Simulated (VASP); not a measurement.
## Ti: single point with PBEsol

Ti:

```
Ti
1.0
     2.89291    0.00000    0.00000
    -1.44646    2.50534    0.00000
     0.00000    0.00000    4.58040
Ti
2
Cartesian
  0.0000 1.6702 1.1451
  1.4465 0.8351 3.4353
```

- Program: VASP 6.6.1
- Task: single point
- Functional: PBEsol
- Potentials or basis: VASP PAW PBE potentials, release 64 (Ti_sv)
- Cutoff: 520 eV
- k mesh: 18 × 18 × 10
- Occupations: fermi-dirac, width 0.08 eV
- Spin: no spin polarisation

The pressure is 0.7 GPa. The band gap on the k mesh is zero (bands 12 and 13 overlap by 1.12 eV).

Levels at points of the mesh, in eV from the Fermi level:
```csv
k point,band 9,band 10,band 11,band 12,band 13,band 14,band 15,band 16
"(0.00, 0.00, 0.00)",-6.31,-2.80,0.81,0.81,0.93,0.94,1.34,1.34
"(0.50, 0.00, 0.00)",-2.40,-2.29,-1.96,-0.56,0.49,0.68,1.26,3.56
"(0.00, 0.00, 0.50)",-4.38,-4.38,0.10,0.10,0.71,0.71,0.71,0.71
"(0.50, 0.00, 0.50)",-2.66,-2.66,-0.86,-0.86,1.47,1.47,1.83,1.83
```

Run time: 69 s on 1 thread of AMD EPYC 9R45 96-Core Processor (Zen 5) (shared host), peak memory 0.21 GiB.

Caveat: the PAW data sets were made with another functional, which shifts forces and pressure a little.
